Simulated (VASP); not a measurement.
# Co (P6_3/mmc) in VASP: further runs, part 3 of 3

VASP 6.6.1. Earlier steps stand in the parts before.

## (5) Single point, LDA, collinear spin, ferromagnetic start (volume scaled by 1.04)

Input file INCAR:

```
SYSTEM = Co
PREC = Accurate
ENCUT = 520
EDIFF = 1E-6
ISMEAR = -1
SIGMA = 0.05
LREAL = .FALSE.
LASPH = .TRUE.
NELM = 150
ALGO = Normal
ISIF = 2
LWAVE = .FALSE.
LCHARG = .FALSE.
ISPIN = 2
MAGMOM = 2 2 2 2
LORBIT = 11
LMAXMIX = 4
GGA = CA
NBANDS = 30
```

Input file KPOINTS:

```
Automatic mesh
0
G
  12 12 4
  0 0 0
```

Input file POSCAR:

```
Co
1.0
    2.5030729010      0.0000000000      0.0000000000
   -1.2515364506      2.1677247198      0.0000000000
    0.0000000000      0.0000000000      8.1946701348
Co
4
Direct
    0.6666666667      0.3333333333      0.7500000000
    0.0000000000      0.0000000000      0.5000000000
    0.3333333333      0.6666666667      0.2500000000
    0.0000000000      0.0000000000      0.0000000000
```

Potentials or basis: VASP PAW LDA potentials, release 64 (Co).

On the command line:

```
> cat potpaw_LDA.64/Co/POTCAR > POTCAR
> mpirun -np 1 vasp_std > vasp.out
```

OUTCAR:

```text
SYSTEM = Co
   PREC = Accurate
   ENCUT = 520
   EDIFF = 1E-6
   ISMEAR = -1
   LREAL = .FALSE.
   LASPH = .TRUE.
   NELM = 150
   ISIF = 2
   ISPIN = 2
   LORBIT = 11
   GGA = CA

 ion  position               nearest neighbor table
   1  0.667  0.333  0.750-   2 2.51   4 2.51   2 2.51   4 2.51   2 2.51   4 2.51
   2  0.000  0.000  0.500-   1 2.51   3 2.51   1 2.51   3 2.51   1 2.51   3 2.51
   3  0.333  0.667  0.250-   2 2.51   4 2.51   2 2.51   4 2.51   2 2.51   4 2.51
   4  0.000  0.000  0.000-   1 2.51   3 2.51   1 2.51   3 2.51   1 2.51   3 2.51

  LATTYP: Found a hexagonal cell.
 ALAT       =     2.5030729010
 C/A-ratio  =     3.2738439746

  Lattice vectors:

 A1 = (   2.5030729010,   0.0000000000,   0.0000000000)
 A2 = (  -1.2515364506,   2.1677247198,   0.0000000000)
 A3 = (   0.0000000000,   0.0000000000,   8.1946701348)

Analysis of symmetry for initial positions (statically):
=====================================================================
 Subroutine PRICEL returns:
 Original cell was already a primitive cell.

 Routine SETGRP: Setting up the symmetry group for a
 hexagonal supercell.

 Subroutine GETGRP returns: Found 24 space group operations
 (whereof 12 operations were pure point group operations)
 out of a pool of 24 trial point group operations.

The static configuration has the point symmetry D_3d.
 The point group associated with its full space group is D_6h.

Analysis of symmetry for dynamics (positions and initial velocities):
=====================================================================
 Subroutine PRICEL returns:
 Original cell was already a primitive cell.

 Routine SETGRP: Setting up the symmetry group for a
 hexagonal supercell.

 Subroutine GETGRP returns: Found 24 space group operations
 (whereof 12 operations were pure point group operations)
 out of a pool of 24 trial point group operations.

The dynamic configuration has the point symmetry D_3d.
 The point group associated with its full space group is D_6h.

Analysis of structural, dynamic, and magnetic symmetry:
=====================================================================
 Subroutine PRICEL returns:
 Original cell was already a primitive cell.

 Routine SETGRP: Setting up the symmetry group for a
 hexagonal supercell.

 Subroutine GETGRP returns: Found 24 space group operations
 (whereof 12 operations were pure point group operations)
 out of a pool of 24 trial point group operations.

The overall configuration has the point symmetry D_3d.
 The point group associated with its full space group is D_6h.

 Subroutine INISYM returns: Found 24 space group operations
 (whereof 12 operations are pure point group operations),
 and found     1 'primitive' translations

----------------------------------------------------------------------------------------

                                     Primitive cell

  volume of cell :      44.4641

  direct lattice vectors                    reciprocal lattice vectors
     2.503072901  0.000000000  0.000000000     0.399508939  0.230656594  0.000000000
    -1.251536451  2.167724720  0.000000000     0.000000000  0.461313187  0.000000000
     0.000000000  0.000000000  8.194670135     0.000000000  0.000000000  0.122030537

  length of vectors
     2.503072901  2.503072901  8.194670135     0.461313187  0.461313187  0.122030537

[... 84 lines left out ...]
   EDIFF  = 0.1E-05   stopping-criterion for ELM
   LREAL  =      F    real-space projection
   EDIFFG = 0.1E-04   stopping-criterion for IOM
   NSW    =      0    number of steps for IOM
   IBRION =     -1    ionic relax: 0-MD 1-quasi-New 2-CG
   NFREE  =      0    steps in history (QN), initial steepest desc. (CG)
   ISIF   =      2    stress and relaxation
   ISYM   =      2    0-nonsym 1-usesym 2-fastsym
   POTIM  = 0.5000    time-step for ionic-motion
   TEBEG  =    0.0;   TEEND  =   0.0 temperature during run
   PSTRESS=    0.0 pullay stress
   NELECT =      36.0000    total number of electrons
   NUPDOWN=      -1.0000    fix difference up-down
   EMIN   =  10.00;   EMAX   =-10.00  energy-range for DOS
   EFERMI =   0.00;   METHOD = LEGACY
   ISMEAR =    -1;   SIGMA  =   0.05  broadening in eV -4-tet -1-fermi 0-gaus
   EFERMI_NEDOS =   21; number of points for ismear=-14 and -15
   IALGO  =     38    algorithm
   IMIX   =      4    mixing-type and parameters
     AMIX     =   0.40;   BMIX     =  1.00
     AMIX_MAG =   1.60;   BMIX_MAG =  1.00
  volume/ion in A,a.u.               =      11.12        75.01
  Fermi-wavevector in a.u.,A,eV,Ry     =   1.525829  2.883399 31.676474  2.328155
  Thomas-Fermi vector in A             =   2.633946
   LORBIT       =     11    0 simple, 1 ext, 2 COOP (PROOUT), +10 PAW based schemes
   GGA     = CA    functional components
   LHFCALC =     F    Hartree Fock is set to
   AEXX    =    0.0000 exact exchange contribution
   IVDW    =     0    specifies the selected vdW correction
   LEPSILON=     F    determine dielectric tensor
   LRPA    =     F    only Hartree local field effects (RPA)
 spin polarized calculation
  energy-cutoff  :      520.00
  volume of cell :       44.46
 maximum number of plane-waves:      1218
 NGX is ok and might be reduce to    20
   NGX =  9   NGY =  9   NGZ = 31

 number of electron      36.0000021 magnetization       6.3881994

 Free energy of the ion-electron system (eV)
  ---------------------------------------------------
  ext. energy  EPLUGINS =         0.00000000
  ---------------------------------------------------
  free energy    TOTEN  =       -32.11186504 eV

  energy without entropy =      -32.07286866  energy(sigma->0) =      -32.09236685

 E-fermi :   9.6017     XC(G=0): -13.5965

 val. band max:        9.5975464859   @ k =   0.3333   0.0000   0.0000
 cond. band min:       9.6018958359   @ k =   0.0000   0.0000   0.0000
 fundamental gap:      0.0043493499
 Fermi energy:         9.6016933469

 spin component 1

 k-point     1 :       0.0000    0.0000    0.0000
  band No.  band energies     occupation
      1       0.7930      1.00000
      2       2.9626      1.00000
      3       2.9787      1.00000
      4       4.6100      1.00000
      5       6.7532      1.00000
      6       6.7864      1.00000
[... 781 lines left out ...]
     29      23.9786      0.00000
     30      24.8320      0.00000

 [... further k-points ...]

 spin component 2

 k-point     1 :       0.0000    0.0000    0.0000
  band No.  band energies     occupation
      1       0.9782      1.00000
      2       3.2086      1.00000
      3       3.2165      1.00000
      4       5.5124      1.00000
      5       8.0036      1.00000
      6       8.0411      1.00000
[... 781 lines left out ...]
     29      24.4530      0.00000
     30      25.3447      0.00000

 [... further k-points ...]

------------------------ aborting loop because EDIFF is reached ----------------------------------------

  FORCE on cell =-STRESS in cart. coord.  units (eV):
  Direction    XX          YY          ZZ          XY          YZ          ZX
  --------------------------------------------------------------------------------------
  -------------------------------------------------------------------------------------
  Total       -5.8726022     -5.8726022     -6.7707148      0.0000000     -0.0000000      0.0000000
  in kB     -211.6079883   -211.6079883   -243.9697608      0.0000000     -0.0000000      0.0000000
  external PRESSURE =    -222.3952458 kB  Pullay stress =       0.0000000 kB

 VOLUME and BASIS-vectors are now :
 -----------------------------------------------------------------------------
  energy-cutoff  :      520.00
  volume of cell :       44.46
      direct lattice vectors                 reciprocal lattice vectors
     2.503072901  0.000000000  0.000000000     0.399508939  0.230656594  0.000000000
    -1.251536451  2.167724720  0.000000000     0.000000000  0.461313187  0.000000000
     0.000000000  0.000000000  8.194670135     0.000000000  0.000000000  0.122030537

 POSITION                                       TOTAL-FORCE (eV/Angst)
 -----------------------------------------------------------------------------------
      1.25154      0.72257      6.14600         0.000000     -0.000000     -0.000000
      0.00000      0.00000      4.09734         0.000000      0.000000     -0.000000
     -0.00000      1.44515      2.04867        -0.000000      0.000000      0.000000
      0.00000      0.00000      0.00000         0.000000      0.000000     -0.000000
 -----------------------------------------------------------------------------------
    total drift:                                0.000000     -0.000000      0.000000

  FREE ENERGIE OF THE ION-ELECTRON SYSTEM (eV)
  ---------------------------------------------------
  free  energy   TOTEN  =       -32.1118650360 eV

  energy  without entropy=      -32.0728686612  energy(sigma->0) =      -32.09236685

 total charge

# of ion       s       p       d       tot
------------------------------------------
    1        0.480   0.497   7.257   8.234
    2        0.480   0.494   7.264   8.238
    3        0.480   0.497   7.257   8.234
    4        0.480   0.494   7.264   8.238
--------------------------------------------------
tot          1.919   1.983  29.042  32.945

 magnetization (x)

# of ion       s       p       d       tot
------------------------------------------
    1       -0.012  -0.036   1.658   1.611
    2       -0.012  -0.034   1.640   1.594
    3       -0.012  -0.036   1.658   1.611
    4       -0.012  -0.034   1.640   1.594
--------------------------------------------------
tot         -0.047  -0.140   6.595   6.409
```

OSZICAR:

```text
N       E                     dE             d eps       ncg     rms          rms(c)
DAV:   1     0.237696320067E+03    0.23770E+03   -0.15525E+04  6944   0.163E+03
DAV:   2    -0.215249312864E+02   -0.25922E+03   -0.24204E+03  6840   0.310E+02
DAV:   3    -0.365877023135E+02   -0.15063E+02   -0.14116E+02  7656   0.102E+02
DAV:   4    -0.368688167035E+02   -0.28111E+00   -0.28063E+00  8556   0.137E+01
DAV:   5    -0.368799587425E+02   -0.11142E-01   -0.11141E-01  9648   0.208E+00    0.211E+01
DAV:   6    -0.331779700498E+02    0.37020E+01   -0.29649E+01  7628   0.809E+01    0.117E+01
DAV:   7    -0.326999962277E+02    0.47797E+00   -0.64163E+00  7862   0.439E+01    0.135E+01
DAV:   8    -0.331305472241E+02   -0.43055E+00   -0.77900E+00  8008   0.541E+01    0.157E+01
DAV:   9    -0.321278319870E+02    0.10027E+01   -0.20528E+00  8232   0.291E+01    0.250E+00
DAV:  10    -0.321162211367E+02    0.11611E-01   -0.16638E-01  8310   0.468E+00    0.815E-01
DAV:  11    -0.321125121946E+02    0.37089E-02   -0.16633E-02  8488   0.125E+00    0.418E-01
DAV:  12    -0.321116678976E+02    0.84430E-03   -0.91190E-04 10556   0.326E-01    0.160E-01
DAV:  13    -0.321118776415E+02   -0.20974E-03   -0.16090E-04  8130   0.150E-01    0.107E-01
DAV:  14    -0.321118655278E+02    0.12114E-04   -0.11937E-04 10616   0.197E-01    0.438E-02
DAV:  15    -0.321118691606E+02   -0.36328E-05   -0.12281E-05  8158   0.423E-02    0.374E-02
DAV:  16    -0.321118646142E+02    0.45463E-05   -0.18953E-05  6952   0.827E-02    0.671E-03
DAV:  17    -0.321118650360E+02   -0.42172E-06   -0.11391E-06  4024   0.108E-02
   1 F= -.32111865E+02 E0= -.32092367E+02  d E =-.389964E-01  mag=     6.3884
```

It took 4.5 min on 1 thread of AMD EPYC 7R13, shared host; peak memory 0.19 GiB.

Results:

```yaml
Free_energy: -32.1119 eV
Pressure: -22.2 GPa
Net_moment: 6.39 μB per cell
Site_moments: Co +1.61, +1.59 μB
Valence_electrons_inside_the_program's_atomic_spheres: Co 8.23, 8.24
```

## (6) Single point, LDA, collinear spin, ferromagnetic start (volume scaled by 1.06)

Input file INCAR:

```
SYSTEM = Co
  PREC = Accurate
  ENCUT = 520
  EDIFF = 1E-6
  ISMEAR = -1
  SIGMA = 0.05
  LREAL = .False.
  LASPH = .True.
  NELM = 150
  ALGO = Normal
  ISIF = 2
  LWAVE = .False.
  LCHARG = .True.
  ISPIN = 2
  MAGMOM = 2 2 2 2
  LORBIT = 11
  LMAXMIX = 4
  LELF = .True.
  LVHAR = .True.
  NBANDS = 30
```

Input file KPOINTS:

```
regular mesh
0
Gamma
  12 12 4
  0 0 0
```

Input file POSCAR:

```
Co
1.0
    2.5190164704      0.0000000000      0.0000000000
   -1.2595082352      2.1815322559      0.0000000000
    0.0000000000      0.0000000000      8.2468668932
Co
4
Direct
    0.6666666667      0.3333333333      0.7500000000
    0.0000000000      0.0000000000      0.5000000000
    0.3333333333      0.6666666667      0.2500000000
    0.0000000000      0.0000000000      0.0000000000
```

Potentials or basis: VASP PAW LDA potentials, release 64 (Co).

On the command line:

```
> cat potpaw_LDA.64/Co/POTCAR > POTCAR
> mpirun -np 1 vasp_std > vasp.out
```

It took 4.7 min on 1 thread of AMD EPYC 7R13, shared host; peak memory 0.2 GiB.

The run converged. Its results:

| Quantity | Value |
| --- | --- |
| Free energy | -31.9863 eV |
| Pressure | -24.9 GPa |
| Net moment | 6.49 μB per cell |
| Site moments | Co +1.64, +1.62 μB |
| Valence electrons inside the program's atomic spheres | Co 8.20 |

Stress tensor (GPa, compression positive):
```
-23.82   0.00   0.00
  0.00 -23.82   0.00
  0.00   0.00 -27.06
```

Levels at points of the mesh, in eV from the Fermi level:
Spin up:
| k point | band 19 | band 20 | band 21 | band 22 | band 23 | band 24 | band 25 | band 26 |
| --- | --- | --- | --- | --- | --- | --- | --- | --- |
| (0.00, 0.00, 0.00) | -1.32 | -1.04 | -1.04 | -0.68 | -0.68 | -0.22 | 5.84 | 14.19 |
| (0.50, 0.00, 0.00) | -0.46 | -0.45 | 0.31 | 1.36 | 2.38 | 2.96 | 6.63 | 6.65 |
| (0.00, 0.00, 0.50) | -1.47 | -1.47 | -0.84 | -0.84 | -0.84 | -0.84 | 8.78 | 8.78 |
| (0.50, 0.00, 0.50) | -0.47 | -0.47 | 1.23 | 1.23 | 2.69 | 2.69 | 6.98 | 6.98 |
Spin down:
```
           k point  band 10  band 11  band 12  band 13  band 14  band 15  band 16  band 17  band 18  band 19
(0.00, 0.00, 0.00)    -1.04    -1.04    -0.78    -0.78    -0.73    -0.73    -0.06     0.01     0.01     0.34
(0.50, 0.00, 0.00)    -1.06    -0.74    -0.09    -0.08     0.70     1.08     1.09     1.11     1.15     1.21
(0.00, 0.00, 0.50)    -0.97    -0.97    -0.97    -0.86    -0.86    -0.86    -0.86     0.18     0.18     0.18
(0.50, 0.00, 0.50)    -0.79    -0.71    -0.71    -0.16    -0.16     0.73     0.73     1.11     1.11     1.21
```

## (7) Overview

```csv
level,potentials or basis,cell,gap on the mesh (eV),pressure (GPa),moment (μB)
BLYP,"VASP PAW PBE potentials, release 64 (Co)","a = 2.420, b = 2.420, c = 7.923 Å, angles 90.0, 90.0, 120.0°, 4 atoms",none,30.2,6.07
PBE+D4,"VASP PAW PBE potentials, release 64 (Co)","a = 2.437, b = 2.437, c = 7.979 Å, angles 90.0, 90.0, 120.0°, 4 atoms",none,7.0,6.35
PBEsol,"VASP PAW PBE potentials, release 64 (Co)","a = 2.460, b = 2.460, c = 7.952 Å, angles 90.0, 90.0, 120.0°, 4 atoms",none,-1.0,6.43
LDA,"VASP PAW LDA potentials, release 64 (Co)","a = 2.503, b = 2.503, c = 8.195 Å, angles 90.0, 90.0, 120.0°, 4 atoms",none,-22.2,6.39
LDA,"VASP PAW LDA potentials, release 64 (Co)","a = 2.519, b = 2.519, c = 8.247 Å, angles 90.0, 90.0, 120.0°, 4 atoms",none,-24.9,6.49
```

Alike in all rows: task single point; spin collinear, ferromagnetic start; k mesh 12 × 12 × 4; cutoff (eV) 520; smearing fermi-dirac 0.05 eV.

Caveats: the PAW data sets were made with another functional, which shifts forces and pressure a little (some runs); pairwise dispersion overbinds metals, which lowers pressure and volume (some runs).

Total energies depend on the potentials used, so only differences within one code and one set of settings carry meaning.
